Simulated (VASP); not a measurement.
Cr, 1 atom in the cell. The structure is cubic, space group Im-3m (No. 229). Conventional cell: a = 2.803 Å, b = 2.803 Å, c = 2.803 Å, α = 90.00°, β = 90.00°, γ = 90.00°. Within 3.2 Å of Cr (site symmetry m-3m) lie 14 Cr at 2.43 to 2.80 Å. 

* Program: VASP 6.6.1
* Task: single point
* Functional: PBE0
* Potentials or basis: VASP PAW PBE potentials, release 64 (Cr_pv)
* Cutoff: 400 eV
* k mesh: 6 × 6 × 6
* Occupations: fermi-dirac, width 0.05 eV
* Spin: collinear spin, ferromagnetic start
* Starting moments: [3.0] μB
* Dipole correction: no
* Grid for exact exchange (PRECFOCK): Normal
* Further INCAR settings: ALGO = Normal; EDIFF = 1e-06; NBANDS = 16
* Share of exact exchange: 0.25

Potentials or basis: VASP PAW PBE potentials, release 64 (Cr_pv).

Run with:

```bash
$ cat potpaw_PBE.64/Cr_pv/POTCAR > POTCAR
$ cp INCAR.step1 INCAR
$ mpirun -np 1 vasp_std > vasp.out
$ cp INCAR.step2 INCAR
$ mpirun -np 1 vasp_std > vasp.out
```

Hardware: 1 thread of Oxide Virtual Turin-like Processor (shared host).

Estimate the wall time of this run.

Wall time 13 min on 1 thread of Oxide Virtual Turin-like Processor, with other jobs on the host, peak memory 0.09 GiB. Counts: k points 16.
